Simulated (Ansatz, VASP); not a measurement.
# Two plane-wave programs on Al2BN3

```xyz
6
Lattice="2.9591 0.0000 0.0000 -1.4795 2.5627 0.0000 0.0000 0.0000 7.2336" Properties=species:S:1:pos:R:3 pbc="T T T"
Al    0.0000    0.0000    0.0991
Al    0.0000    1.7084    4.7470
B     1.4795    0.8542    2.3207
N     0.0000    0.0000    5.4581
N     0.0000    1.7084    2.8531
N     1.4795    0.8542    0.7977
```

Alike in both runs: functional PBE; k mesh 12 × 12 × 4; occupations gaussian, width 0.02 eV; no spin polarisation.

Ansatz relaxed the structure, and its values are those at the end. VASP's run is a single point on that final structure, the one shown.

|  | VASP | Ansatz |
| --- | --- | --- |
| version | VASP 6.6.1 | Ansatz 0.2.0 |
| potentials or method | VASP PAW PBE potentials, release 64 (Al, B, N), cutoff 520 eV | scalar-relativistic, plane waves, PAW |
| valence electrons in the cell | 24 | 24 |

```tsv
	VASP	Ansatz	Ansatz less VASP
gap on the k mesh at the Fermi level (eV)	3.10	3.10	+0.006
least direct gap on the mesh (eV)	4.07	4.08	+0.005
pressure (GPa)	-0.2	0.0	+0.18
rms of the force components (eV/Å)	0.009	0.004	-0.0052
```
